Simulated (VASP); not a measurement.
Here is a VASP 6.6.1 calculation.

INCAR

```
SYSTEM = BeS
  PREC = Accurate
  ENCUT = 520
  EDIFF = 1E-7
  ISMEAR = 0
  SIGMA = 0.01
  LREAL = .False.
  LASPH = .True.
  NELM = 60
  ALGO = Normal
  ISIF = 2
  LWAVE = .False.
  LCHARG = .True.
  GGA = PE
  LELF = .True.
  LVHAR = .True.
  NBANDS = 16
```

KPOINTS

```
Automatic mesh
0
Gamma
  12 12 4
  0 0 0
```

The input POSCAR:

```
BeS
1.0
    3.4621569796      0.0000000000      0.0000000000
   -1.7310784898      2.9983158962      0.0000000000
    0.0000000000      0.0000000000      6.9924342115
Be S
2 2
Direct
    0.3333333333      0.6666666667      0.2500000000
    0.6666666667      0.3333333333      0.7500000000
    0.6666666667      0.3333333333      0.2500000000
    0.3333333333      0.6666666667      0.7500000000
```

Potentials or basis: VASP PAW PBE potentials, release 64 (Be, S).

Run with:

```sh
$ cat potpaw_PBE.64/Be/POTCAR potpaw_PBE.64/S/POTCAR > POTCAR
$ mpirun -np 1 vasp_std > vasp.out
```

**Question.** Predict the pressure.

**Answer.** 0.5 GPa.

**Question.** Estimate the band gap on the k mesh.

**Answer.** 3.94 eV, indirect (least direct gap 4.14 eV).

A k mesh can miss the band edges. As with any semilocal functional, this PBE gap is likely too small.
